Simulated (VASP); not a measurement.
Ru, 2 atoms in the cell. The structure is hexagonal, space group P6_3/mmc (No. 194). The conventional cell has a = 2.724 Å, b = 2.724 Å, c = 4.310 Å, α = 90.00°, β = 90.00°, γ = 120.00°. Ru (site symmetry -6m2) has 12 Ru at 2.67 to 2.72 Å within 3.5 Å. 

```yaml
Program: VASP 6.6.1
Task: single point
Functional: PBE-based screened hybrid with 25 % exact exchange
Potentials_or_basis: VASP PAW PBE potentials, release 64 (Ru_pv)
Cutoff: 520 eV
k_mesh: 6 × 6 × 3
Occupations: fermi-dirac, width 0.05 eV
Spin: no spin polarisation
Dipole_correction: no
Grid_for_exact_exchange_PRECFOCK: Normal
Share_of_exact_exchange: 0.25
Further_INCAR_settings: ALGO = Normal; EDIFF = 1e-06; NBANDS = 21
Screening_parameter: 0.3 1/Å
```

Potentials or basis: VASP PAW PBE potentials, release 64 (Ru_pv).

Run with:

```console
$ cat potpaw_PBE.64/Ru_pv/POTCAR > POTCAR
$ cp INCAR.step1 INCAR
$ mpirun -np 1 vasp_std > vasp.out
$ cp INCAR.step2 INCAR
$ mpirun -np 1 vasp_std > vasp.out
```

Hardware: 1 thread of Intel(R) Xeon(R) Platinum 8488C (Sapphire Rapids), with other jobs on the host.

Q: Estimate the wall time of this run.

A: Run time: 15 min on 1 thread of Intel(R) Xeon(R) Platinum 8488C (Sapphire Rapids) (shared host), peak memory 0.25 GiB. Counts: k points 14.
